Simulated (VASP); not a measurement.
HfO2: single point with PBE

HfO2:

```
Hf O
1.0
    -0.80860    2.22365    2.22365
     2.22365   -0.80860    2.22365
     2.22365    2.22365   -0.80860
Hf O
1 2
Cartesian
  0.0000 0.0000 0.0000
  0.9097 0.9097 0.9097
  2.7290 2.7290 2.7290
```

This cell differs from its parent crystal: ratio of the length along [111] to the lengths across it x 0.6, volume and fractional coordinates fixed.

* Program: VASP 6.6.1
* Task: single point
* Functional: PBE
* Potentials or basis: VASP PAW PBE potentials, release 64 (Hf_pv, O)
* Cutoff: 520 eV
* k mesh: 8 × 8 × 8
* Occupations: gaussian, width 0.05 eV
* Spin: no spin polarisation
* Dipole correction: no
* Further INCAR settings: ALGO = Normal; EDIFF = 1e-06; NBANDS = 18

* Pressure: 140.9 GPa
* Largest force: 29.233 eV/Å
* Band gap on the k mesh: 1.49 eV (least direct gap 1.62 eV)

Forces on the atoms (eV/Å):
```
Hf    0.000   0.000   0.000
O    16.878  16.878  16.878
O   -16.878 -16.878 -16.878
```

Stress tensor (GPa, compression positive):
```
140.92 158.93 158.93
158.93 140.92 158.93
158.93 158.93 140.92
```

Levels at points of the mesh, in eV from the valence-band top:
```
           k point  band 9  band 10  band 11  band 12  band 13  band 14
(0.00, 0.00, 0.00)   -3.47    -3.47     0.00     2.09     3.38     3.38
(0.50, 0.00, 0.00)   -4.93    -4.81    -0.97     1.62     3.49     4.58
(0.50, 0.50, 0.00)   -5.05    -4.03    -0.13     1.49     4.16     5.16
(0.50, 0.50, 0.50)   -4.67    -4.67    -1.66     3.70     3.70     6.44
```

Run time: 9 s on 1 thread of Intel(R) Xeon(R) 6975P-C (Granite Rapids), with other jobs on the host, peak memory 0.16 GiB.

Caveat: the cell stands under pressure; spin-orbit coupling is left out, which moves the levels of the heavy elements; forces of over 1 eV/Å act on the atoms, so gaps and moduli don't describe the material at rest. A k mesh can miss the band edges.
